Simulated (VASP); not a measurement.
# C (P1) in VASP: single point with PBE

Aim: the single point of C with PBE.

All numbers are computed with VASP 6.6.1; they aren't measurements. Logs are shortened: lines on timing, memory, paths and dates and some standing lists are left out, and cuts for length are marked.

### 1 The cell of the first run

The typed cell holds 8 atoms: a = 3.567 Å, b = 3.567 Å, c = 3.567 Å, α = 90.00°, β = 90.00°, γ = 90.00°.

### 2 Single point, PBE

Input file INCAR:

```
SYSTEM = C
PREC = Accurate
ENCUT = 600
EDIFF = 1E-6
ISMEAR = 0
SIGMA = 0.01
LREAL = .FALSE.
LASPH = .TRUE.
NELM = 120
ALGO = Normal
ISIF = 2
LWAVE = .FALSE.
LCHARG = .TRUE.
GGA = PE
LELF = .TRUE.
LVHAR = .TRUE.
ISYM = 0
NBANDS = 26
GGA_COMPAT = .FALSE.
```

Input file KPOINTS:

```
regular mesh
0
G
  1 1 1
  0 0 0
```

Input file POSCAR:

```
C
1.0
    3.5670000000      0.0000000000      0.0000000000
    0.0000000000      3.5670000000      0.0000000000
    0.0000000000      0.0000000000      3.5670000000
C
8
Direct
    0.0032800000      0.0035900000     -0.0080600000
    0.0072600000      0.4920000000      0.5034000000
    0.4948500000     -0.0015300000      0.5071900000
    0.4940700000      0.5084000000     -0.0052600000
    0.2566800000      0.2493700000      0.2441700000
    0.2542100000      0.7417600000      0.7567600000
    0.7422400000      0.2527500000      0.7540900000
    0.7477900000      0.7575300000      0.2421900000
```

Potentials or basis: VASP PAW PBE potentials, release 64 (C).

On the command line:

```
$ cat potpaw_PBE.64/C/POTCAR > POTCAR
$ mpirun -np 1 vasp_gam > vasp.out
```

OUTCAR:

```text
SYSTEM = C
   PREC = Accurate
   ENCUT = 600
   EDIFF = 1E-6
   ISMEAR = 0
   LREAL = .FALSE.
   LASPH = .TRUE.
   NELM = 120
   ISIF = 2
   GGA = PE
   ISYM = 0

 ion  position               nearest neighbor table
   1  0.003  0.004  0.992-   7 1.54   6 1.54   5 1.55   8 1.55
   2  0.007  0.492  0.503-   6 1.54   5 1.55   7 1.56   8 1.62
   3  0.495  0.998  0.507-   6 1.54   7 1.54   5 1.55   8 1.56
   4  0.494  0.508  0.995-   6 1.46   7 1.53   5 1.54   8 1.55
   5  0.257  0.249  0.244-   4 1.54   1 1.55   2 1.55   3 1.55
   6  0.254  0.742  0.757-   4 1.46   3 1.54   1 1.54   2 1.54
   7  0.742  0.253  0.754-   4 1.53   1 1.54   3 1.54   2 1.56
   8  0.748  0.758  0.242-   4 1.55   1 1.55   3 1.56   2 1.62

IMPORTANT INFORMATION: All symmetrisations will be switched off!
NOSYMM: (Re-)initialisation of all symmetry stuff for point group C_1.

----------------------------------------------------------------------------------------

                                     Primitive cell

  volume of cell :      45.3847

  direct lattice vectors                    reciprocal lattice vectors
     3.567000000  0.000000000  0.000000000     0.280347631  0.000000000  0.000000000
     0.000000000  3.567000000  0.000000000     0.000000000  0.280347631  0.000000000
     0.000000000  0.000000000  3.567000000     0.000000000  0.000000000  0.280347631

  length of vectors
     3.567000000  3.567000000  3.567000000     0.280347631  0.280347631  0.280347631

  position of ions in fractional coordinates (direct lattice)
     0.003280000  0.003590000  0.991940000
     0.007260000  0.492000000  0.503400000
     0.494850000  0.998470000  0.507190000
     0.494070000  0.508400000  0.994740000
     0.256680000  0.249370000  0.244170000
     0.254210000  0.741760000  0.756760000
     0.742240000  0.252750000  0.754090000
     0.747790000  0.757530000  0.242190000

  ion indices of the primitive-cell ions
   primitive index   ion index
                 1           1
                 2           2
                 3           3
                 4           4
                 5           5
                 6           6
                 7           7
                 8           8

----------------------------------------------------------------------------------------

 KPOINTS: regular mesh

Automatic generation of k-mesh.
 Grid dimensions read from file:
 generate k-points for:    1    1    1

 Generating k-lattice:

  Cartesian coordinates                     Fractional coordinates (reciprocal lattice)
     0.280347631  0.000000000  0.000000000     1.000000000  0.000000000  0.000000000
     0.000000000  0.280347631  0.000000000     0.000000000  1.000000000  0.000000000
     0.000000000  0.000000000  0.280347631     0.000000000  0.000000000  1.000000000

  Length of vectors
     0.280347631  0.280347631  0.280347631

  Shift w.r.t. Gamma in fractional coordinates (k-lattice)
     0.000000000  0.000000000  0.000000000

 Subroutine IBZKPT returns following result:
 ===========================================

 Found      1 irreducible k-points:

 Following reciprocal coordinates:
            Coordinates               Weight
  0.000000  0.000000  0.000000      1.000000
   k-points           NKPTS =      1   k-points in BZ     NKDIM =      1   number of bands    NBANDS=     26
   number of dos      NEDOS =    301   number of ions     NIONS =      8
   total plane-waves  NPLWV =  21952
   dimension x,y,z NGX =    28 NGY =   28 NGZ =   28
   dimension x,y,z NGXF=    56 NGYF=   56 NGZF=   56
   ions per type =               8
   NGX,Y,Z   is equivalent  to a cutoff of  13.05, 13.05, 13.05 a.u.
   NGXF,Y,Z  is equivalent  to a cutoff of  26.10, 26.10, 26.10 a.u.
 SYSTEM =  C
   PREC   = accura    normal or accurate (medium, high low for compatibility)
   ISTART =      0    job   : 0-new  1-cont  2-samecut
   ICHARG =      2    charge: 1-file 2-atom 10-const
   ISPIN  =      1    spin polarized calculation?
   LNONCOLLINEAR =      F non collinear calculations
   LSORBIT =      F    spin-orbit coupling
   LASPH  =      T    aspherical Exc in radial PAW
   ENCUT  =  600.0 eV  44.10 Ry    6.64 a.u.   7.12  7.12  7.12*2*pi/ulx,y,z
   NELM   =    120;   NELMIN=  2; NELMDL= -5     # of ELM steps
   EDIFF  = 0.1E-05   stopping-criterion for ELM
   LREAL  =      F    real-space projection
   EDIFFG = 0.1E-04   stopping-criterion for IOM
   NSW    =      0    number of steps for IOM
   IBRION =     -1    ionic relax: 0-MD 1-quasi-New 2-CG
   NFREE  =      0    steps in history (QN), initial steepest desc. (CG)
   ISIF   =      2    stress and relaxation
   ISYM   =      0    0-nonsym 1-usesym 2-fastsym
   POTIM  = 0.5000    time-step for ionic-motion
   TEBEG  =    0.0;   TEEND  =   0.0 temperature during run
   PSTRESS=    0.0 pullay stress
   NELECT =      32.0000    total number of electrons
   NUPDOWN=      -1.0000    fix difference up-down
   EMIN   =  10.00;   EMAX   =-10.00  energy-range for DOS
   EFERMI =   0.00;   METHOD = LEGACY
   ISMEAR =     0;   SIGMA  =   0.01  broadening in eV -4-tet -1-fermi 0-gaus
   EFERMI_NEDOS =   21; number of points for ismear=-14 and -15
   IALGO  =     38    algorithm
   IMIX   =      4    mixing-type and parameters
     AMIX     =   0.40;   BMIX     =  1.00
     AMIX_MAG =   1.60;   BMIX_MAG =  1.00
  volume/ion in A,a.u.               =       5.67        38.28
  Fermi-wavevector in a.u.,A,eV,Ry     =   1.457097  2.753514 28.886949  2.123131
  Thomas-Fermi vector in A             =   2.573938
   LORBIT       =      0    0 simple, 1 ext, 2 COOP (PROOUT), +10 PAW based schemes
   GGA     = PE    functional components
   LHFCALC =     F    Hartree Fock is set to
   AEXX    =    0.0000 exact exchange contribution
   IVDW    =     0    specifies the selected vdW correction
   LEPSILON=     F    determine dielectric tensor
   LRPA    =     F    only Hartree local field effects (RPA)
 non-spin polarized calculation
 Gauss-broadening in eV      SIGMA  =   0.01
  energy-cutoff  :      600.00
  volume of cell :       45.38
 maximum number of plane-waves:       752
   NGX = 15   NGY = 15   NGZ = 15

 number of electron      32.0000001 magnetization

 Free energy of the ion-electron system (eV)
  ---------------------------------------------------
  ext. energy  EPLUGINS =         0.00000000
  ---------------------------------------------------
  free energy    TOTEN  =       -56.88968070 eV

  energy without entropy =      -56.88968070  energy(sigma->0) =      -56.88968070

 E-fermi :  10.3204     XC(G=0): -13.0458

 val. band max:       10.2288545654   @ k =   0.0000   0.0000   0.0000
 cond. band min:      14.1867213562   @ k =   0.0000   0.0000   0.0000
 fundamental gap:      3.9578667908
 Fermi energy:        10.3204022426

 k-point     1 :       0.0000    0.0000    0.0000
  band No.  band energies     occupation
      1     -11.4888      2.00000
      2      -3.0843      2.00000
      3      -2.7346      2.00000
      4      -2.7310      2.00000
      5      -2.7152      2.00000
      6      -2.6536      2.00000
[... 18 lines left out ...]
     25      15.8833      0.00000
     26      23.3734      0.00000

------------------------ aborting loop because EDIFF is reached ----------------------------------------

  FORCE on cell =-STRESS in cart. coord.  units (eV):
  Direction    XX          YY          ZZ          XY          YZ          ZX
  --------------------------------------------------------------------------------------
  -------------------------------------------------------------------------------------
  Total       13.1080666     13.2882492     13.0272259     -0.1381036     -0.2366036      0.3917453
  in kB      462.7430394    469.1038732    459.8891886     -4.8753559     -8.3526183     13.8294553
  external PRESSURE =     463.9120337 kB  Pullay stress =       0.0000000 kB

 VOLUME and BASIS-vectors are now :
 -----------------------------------------------------------------------------
  energy-cutoff  :      600.00
  volume of cell :       45.38
      direct lattice vectors                 reciprocal lattice vectors
     3.567000000  0.000000000  0.000000000     0.280347631  0.000000000  0.000000000
     0.000000000  3.567000000  0.000000000     0.000000000  0.280347631  0.000000000
     0.000000000  0.000000000  3.567000000     0.000000000  0.000000000  0.280347631

 POSITION                                       TOTAL-FORCE (eV/Angst)
 -----------------------------------------------------------------------------------
      0.01170      0.01281      3.53825        -0.565845     -0.174112      0.808986
      0.02590      1.75496      1.79563        -1.325215      0.578059     -1.239148
      1.76513      3.56154      1.80915         0.800052     -0.243017     -1.017148
      1.76235      1.81346      3.54824         1.687228     -0.984697      1.757157
      0.91558      0.88950      0.87095        -0.707410     -0.109303      0.816689
      0.90677      2.64586      2.69936        -1.706515      1.217526     -1.740091
      2.64757      0.90156      2.68984         0.784317      0.082387     -0.889372
      2.66737      2.70211      0.86389         1.033389     -0.366843      1.502926
 -----------------------------------------------------------------------------------
    total drift:                                0.000016      0.000058      0.000041

  FREE ENERGIE OF THE ION-ELECTRON SYSTEM (eV)
  ---------------------------------------------------
  free  energy   TOTEN  =       -56.8896807010 eV

  energy  without entropy=      -56.8896807010  energy(sigma->0) =      -56.88968070
```

Wall time 3.1 s (1 thread of Intel Xeon 6975P-C (Granite Rapids), shared host); peak memory 0.13 GiB.

What came out:

```yaml
Free_energy: -56.8897 eV
Pressure: 46.4 GPa
Largest_force: 2.724 eV/Å
Band_gap_on_the_k_mesh: 3.96 eV
```

Forces on the atoms (eV/Å):
```
C   -0.566 -0.174  0.809
C   -1.325  0.578 -1.239
C    0.800 -0.243 -1.017
C    1.687 -0.985  1.757
C   -0.707 -0.109  0.817
C   -1.707  1.218 -1.740
C    0.784  0.082 -0.889
C    1.033 -0.367  1.503
```

Stress tensor (GPa, compression positive):
```
46.27 -0.49  1.38
-0.49 46.91 -0.84
 1.38 -0.84 45.99
```

Caveat: the k points lie up to 1.76 Å⁻¹ apart; forces of over 1 eV/Å act on the atoms, so gaps and moduli don't describe the material at rest.
